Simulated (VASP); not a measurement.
# Si16C15N (a cell with a defect) in VASP: single point with PBE

Aim: the single point of Si16C15N (a cell with a defect) with PBE.

Program: VASP 6.6.1. These are calculated values, not measurements. Logs are shortened: lines on timing, memory, paths and dates and some standing lists are left out, and cuts for length are marked.

**1. The cell of the first run**

The cell holds a defect, 32 atoms: a = 6.152 Å, b = 6.152 Å, c = 10.096 Å, α = 90.00°, β = 90.00°, γ = 120.00°.

**2. Single point, PBE**

INCAR reads:

```
  ALGO = Normal
  EDIFF = 1E-6
  ENCUT = 520
  GGA = PE
  ISIF = 2
  ISMEAR = -1
  LASPH = True
  LCHARG = True
  LELF = True
  LREAL = Auto
  LVHAR = True
  LWAVE = False
  NBANDS = 86
  NELECT = 128.0
  NELM = 80
  PREC = Accurate
  SIGMA = 0.01
```

KPOINTS reads:

```
k-points
0
Gamma
  4 4 2
```

POSCAR reads:

```
Si16C15N
1.0
    6.1520000000      0.0000000000      0.0000000000
   -3.0760000000      5.3277882840      0.0000000000
    0.0000000000      0.0000000000     10.0960000000
Si N C
16 1 15
Direct
    0.1666666667      0.3333333333     -0.0014378118
    0.1666666667      0.3333333333      0.5035388369
    0.1652271664      0.8326135832      0.0011558981
    0.1659970727      0.8329985364      0.5026742640
    0.6673864168      0.3347728336      0.0011558981
    0.6670014636      0.3340029273      0.5026742640
    0.6673864168      0.8326135832      0.0011558981
    0.6670014636      0.8329985364      0.5026742640
    0.3357375295      0.1642624705      0.2534096285
    0.3332589939      0.1667410061      0.7521515646
    0.3357375295      0.6714750591      0.2534096285
    0.3332589939      0.6665179877      0.7521515646
    0.8285249409      0.1642624705      0.2534096285
    0.8334820123      0.1667410061      0.7521515646
    0.8333333333      0.6666666667      0.2542537695
    0.8333333333      0.6666666667      0.7514355135
    0.1666666667      0.3333333333      0.1896836979
    0.1666666667      0.3333333333      0.6906691278
    0.1651934659      0.8325967330      0.1895985431
    0.1673926446      0.8336963223      0.6904772153
    0.6674032670      0.3348065341      0.1895985431
    0.6663036777      0.3326073554      0.6904772153
    0.6674032670      0.8325967330      0.1895985431
    0.6663036777      0.8336963223      0.6904772153
    0.3324393954      0.1675606046      0.4388867618
    0.3330362031      0.1669637969      0.9421112879
    0.3324393954      0.6648787907      0.4388867618
    0.3330362031      0.6660724062      0.9421112879
    0.8351212093      0.1675606046      0.4388867618
    0.8339275938      0.1669637969      0.9421112879
    0.8333333333      0.6666666667      0.4407440980
    0.8333333333      0.6666666667      0.9397172777
```

Potentials or basis: VASP PAW PBE potentials, release 64 (Si, N, C).

Run with:

```sh
cat potpaw_PBE.64/Si/POTCAR potpaw_PBE.64/N/POTCAR potpaw_PBE.64/C/POTCAR > POTCAR
mpirun -np 1 vasp_std > vasp.out
```

OUTCAR:

```text
EDIFF = 1E-6
   ENCUT = 520
   GGA = PE
   ISIF = 2
   ISMEAR = -1
   LASPH = True
   LREAL = Auto
   NELECT = 128.0
   NELM = 80
   PREC = Accurate

 ion  position               nearest neighbor table
   1  0.167  0.333  0.999-  26 1.86  28 1.86  30 1.86  17 1.93  12 3.06  10 3.06  14 3.06   3 3.08
                             5 3.08   7 3.08   7 3.08   3 3.08   5 3.08   9 3.14  11 3.14  13 3.14
   2  0.167  0.333  0.504-  27 1.88  25 1.88  29 1.88  18 1.89  12 3.07  10 3.07  14 3.07   4 3.08
                             6 3.08   8 3.08   8 3.08   4 3.08   6 3.08   9 3.10  11 3.10  13 3.10
   3  0.165  0.833  0.001-  32 1.87  26 1.88  28 1.88  19 1.90   5 3.06   7 3.06   1 3.08   1 3.08
                            16 3.08  10 3.08  12 3.08   5 3.09   7 3.09  11 3.10   9 3.10  15 3.11
   4  0.166  0.833  0.503-  31 1.88  25 1.90  27 1.90  20 1.90   6 3.07   8 3.07  15 3.07   9 3.07
                            11 3.07  16 3.07   2 3.08   2 3.08   6 3.08   8 3.08  10 3.08  12 3.08
   5  0.667  0.335  0.001-  32 1.87  30 1.88  26 1.88  21 1.90   3 3.06   7 3.06   1 3.08   1 3.08
                            16 3.08  10 3.08  14 3.08   7 3.09   3 3.09  13 3.10   9 3.10  15 3.11
   6  0.667  0.334  0.503-  31 1.88  25 1.90  29 1.90  22 1.90   4 3.07   8 3.07  15 3.07  13 3.07
                             9 3.07  16 3.07   2 3.08   2 3.08   8 3.08   4 3.08  10 3.08  14 3.08
   7  0.667  0.833  0.001-  32 1.87  30 1.88  28 1.88  23 1.90   5 3.06   3 3.06   1 3.08   1 3.08
                            16 3.08  14 3.08  12 3.08   5 3.09   3 3.09  13 3.10  11 3.10  15 3.11
   8  0.667  0.833  0.503-  31 1.88  29 1.90  27 1.90  24 1.90   6 3.07   4 3.07  15 3.07  13 3.07
                            11 3.07  16 3.07   2 3.08   2 3.08   6 3.08   4 3.08  14 3.08  12 3.08
   9  0.336  0.164  0.253-  25 1.87  19 1.88  21 1.88  17 1.91  11 3.03  13 3.03   4 3.07   6 3.07
[... 17 lines left out ...]
  19  0.165  0.833  0.190-   9 1.88  11 1.88  15 1.88   3 1.90
  20  0.167  0.834  0.690-  10 1.88  12 1.88  16 1.88   4 1.90
  21  0.667  0.335  0.190-   9 1.88  13 1.88  15 1.88   5 1.90
  22  0.666  0.333  0.690-  10 1.88  14 1.88  16 1.88   6 1.90
[... 8 lines left out ...]
  31  0.833  0.667  0.441-   6 1.88   8 1.88   4 1.88  15 1.88
  32  0.833  0.667  0.940-   7 1.87   5 1.87   3 1.87  16 1.90

  LATTYP: Found a hexagonal cell.
 ALAT       =     6.1520000000
 C/A-ratio  =     1.6410923277

  Lattice vectors:

 A1 = (   6.1520000000,   0.0000000000,   0.0000000000)
 A2 = (  -3.0760000000,   5.3277882840,   0.0000000000)
 A3 = (   0.0000000000,   0.0000000000,  10.0960000000)

Analysis of symmetry for initial positions (statically):
=====================================================================
 Subroutine PRICEL returns:
 Original cell was already a primitive cell.

 Routine SETGRP: Setting up the symmetry group for a
 hexagonal supercell.

 Subroutine GETGRP returns: Found  6 space group operations
 (whereof  2 operations were pure point group operations)
 out of a pool of 24 trial point group operations.
[... 173 lines left out ...]
   EMIN   =  10.00;   EMAX   =-10.00  energy-range for DOS
   EFERMI =   0.00;   METHOD = LEGACY
   ISMEAR =    -1;   SIGMA  =   0.01  broadening in eV -4-tet -1-fermi 0-gaus
   EFERMI_NEDOS =   21; number of points for ismear=-14 and -15
   IALGO  =     38    algorithm
   IMIX   =      4    mixing-type and parameters
     AMIX     =   0.40;   BMIX     =  1.00
     AMIX_MAG =   1.60;   BMIX_MAG =  1.00
  volume/ion in A,a.u.               =      10.34        69.78
  Fermi-wavevector in a.u.,A,eV,Ry     =   1.192817  2.254098 19.358549  1.422813
  Thomas-Fermi vector in A             =   2.328847
   LORBIT       =      0    0 simple, 1 ext, 2 COOP (PROOUT), +10 PAW based schemes
   GGA     = PE    functional components
   LHFCALC =     F    Hartree Fock is set to
   AEXX    =    0.0000 exact exchange contribution
   IVDW    =     0    specifies the selected vdW correction
   LEPSILON=     F    determine dielectric tensor
   LRPA    =     F    only Hartree local field effects (RPA)
 non-spin polarized calculation
  energy-cutoff  :      520.00
  volume of cell :      330.91
 maximum number of plane-waves:      8977
 NGX is ok and might be reduce to    48
   NGX = 23   NGY = 23   NGZ = 37

 number of electron     127.9999994 magnetization

 Free energy of the ion-electron system (eV)
  ---------------------------------------------------
  ext. energy  EPLUGINS =         0.00000000
  ---------------------------------------------------
  free energy    TOTEN  =      -250.43413132 eV

  energy without entropy =     -250.43413132  energy(sigma->0) =     -250.43413132

 E-fermi :   8.4985     XC(G=0): -11.3137

 val. band max:        8.2543368705   @ k =   0.0000   0.0000   0.0000
 cond. band min:      10.3077251259   @ k =   0.0000   0.0000   0.0000
 fundamental gap:      2.0533882554
 Fermi energy:         8.4984983843

 k-point     1 :       0.0000    0.0000    0.0000
  band No.  band energies     occupation
      1      -8.5550      2.00000
      2      -6.7930      2.00000
      3      -6.0670      2.00000
      4      -5.5131      2.00000
      5      -3.9929      2.00000
      6      -3.9929      2.00000
[... 621 lines left out ...]
     75      13.6418      0.00000
     76      13.7110      0.00000
 [bands above 76 left out]

------------------------ aborting loop because EDIFF is reached ----------------------------------------

  FORCE on cell =-STRESS in cart. coord.  units (eV):
  Direction    XX          YY          ZZ          XY          YZ          ZX
  --------------------------------------------------------------------------------------
  -------------------------------------------------------------------------------------
  Total       -7.4649989     -7.4649989     -8.6936533      0.0000000      0.0000000      0.0000000
  in kB      -36.1432920    -36.1432920    -42.0920689      0.0000000      0.0000000      0.0000000
  external PRESSURE =     -38.1262176 kB  Pullay stress =       0.0000000 kB

 VOLUME and BASIS-vectors are now :
 -----------------------------------------------------------------------------
  energy-cutoff  :      520.00
  volume of cell :      330.91
      direct lattice vectors                 reciprocal lattice vectors
     6.152000000  0.000000000  0.000000000     0.162548765  0.093847573  0.000000000
    -3.076000000  5.327788284  0.000000000     0.000000000  0.187695146  0.000000000
     0.000000000  0.000000000 10.096000000     0.000000000  0.000000000  0.099049128

 POSITION                                       TOTAL-FORCE (eV/Angst)
 -----------------------------------------------------------------------------------
      0.00000      1.77593     10.08148        -0.000000     -0.000000      0.002198
      0.00000      1.77593      5.08373        -0.000000      0.000000      0.002739
     -1.54464      4.43599      0.01167        -0.000168     -0.000097      0.004184
     -1.54109      4.43804      5.07500        -0.000913     -0.000527     -0.000374
      3.07600      1.78360      0.01167        -0.000000      0.000194      0.004184
      3.07600      1.77950      5.07500        -0.000000      0.001054     -0.000374
[... 24 lines left out ...]
      3.07600      3.55186      4.44975        -0.000000     -0.000000     -0.006236
      3.07600      3.55186      9.48739        -0.000000     -0.000000     -0.000576
 -----------------------------------------------------------------------------------
    total drift:                                0.000001     -0.000001     -0.097578

  FREE ENERGIE OF THE ION-ELECTRON SYSTEM (eV)
  ---------------------------------------------------
  free  energy   TOTEN  =      -250.4341313160 eV

  energy  without entropy=     -250.4341313160  energy(sigma->0) =     -250.43413132
```

OSZICAR:

```text
N       E                     dE             d eps       ncg     rms          rms(c)
DAV:   1     0.403974965181E+03    0.40397E+03   -0.58892E+04  1376   0.135E+03
DAV:   2    -0.236665576253E+03   -0.64064E+03   -0.60525E+03  1752   0.240E+02
DAV:   3    -0.278756302108E+03   -0.42091E+02   -0.41710E+02  1680   0.599E+01
DAV:   4    -0.279639489123E+03   -0.88319E+00   -0.88049E+00  1672   0.953E+00
DAV:   5    -0.279662648952E+03   -0.23160E-01   -0.23131E-01  1672   0.149E+00    0.351E+01
DAV:   6    -0.251293053733E+03    0.28370E+02   -0.93822E+01  1594   0.233E+01    0.154E+01
DAV:   7    -0.250541694587E+03    0.75136E+00   -0.86842E+00  1840   0.784E+00    0.682E+00
DAV:   8    -0.250443417964E+03    0.98277E-01   -0.75400E-01  1648   0.259E+00    0.215E+00
DAV:   9    -0.250432814114E+03    0.10604E-01   -0.11493E-01  1672   0.105E+00    0.392E-01
DAV:  10    -0.250432919748E+03   -0.10563E-03   -0.81759E-03  1936   0.359E-01    0.248E-01
DAV:  11    -0.250434243830E+03   -0.13241E-02   -0.47090E-03  1592   0.203E-01    0.116E-01
DAV:  12    -0.250434066043E+03    0.17779E-03   -0.74643E-04  2016   0.107E-01    0.464E-02
DAV:  13    -0.250434127606E+03   -0.61563E-04   -0.37797E-04  1584   0.583E-02    0.204E-02
DAV:  14    -0.250434129300E+03   -0.16932E-05   -0.14111E-05  1704   0.126E-02    0.763E-03
DAV:  15    -0.250434131143E+03   -0.18434E-05   -0.35062E-06  1424   0.590E-03    0.246E-03
DAV:  16    -0.250434131316E+03   -0.17300E-06   -0.13596E-07   960   0.136E-03
   1 F= -.25043413E+03 E0= -.25043413E+03  d E =-.791160E-12
```

Run time: 5.7 min. Hardware: 1 thread of Intel Xeon Platinum 8375C at 2.90GHz (Ice Lake), shared host; peak memory 0.5 GiB.

What came out:

* Free energy: -250.4341 eV
* Largest force: 0.015 eV/Å

Forces in eV/Å, atoms in the order of the input:
```
Si   0.000  0.000  0.002
Si   0.000  0.000  0.003
Si   0.000  0.000  0.004
Si  -0.001 -0.001  0.000
Si   0.000  0.000  0.004
Si   0.000  0.001  0.000
Si   0.000  0.000  0.004
Si   0.001 -0.001  0.000
Si  -0.001  0.000  0.005
Si  -0.002  0.001  0.001
Si   0.000 -0.001  0.005
Si   0.000 -0.002  0.001
Si   0.001  0.000  0.005
Si   0.002  0.001  0.001
Si   0.000  0.000  0.005
Si   0.000  0.000  0.005
N    0.000  0.000  0.000
C    0.000  0.000  0.003
C   -0.002 -0.001 -0.015
C    0.002  0.001 -0.001
C    0.000  0.002 -0.015
C    0.000 -0.002 -0.001
C    0.002 -0.001 -0.015
C   -0.002  0.001 -0.001
C    0.001 -0.001  0.011
C    0.002 -0.001 -0.009
C    0.000  0.001  0.011
C    0.000  0.002 -0.009
C   -0.001 -0.001  0.011
C   -0.002 -0.001 -0.009
C    0.000  0.000 -0.006
C    0.000  0.000 -0.001
```

Caveat: the cell carries a net charge on a neutralising background, which shifts energy and pressure; the cell is charged against a uniform background, so pressure and absolute levels hang on convention.
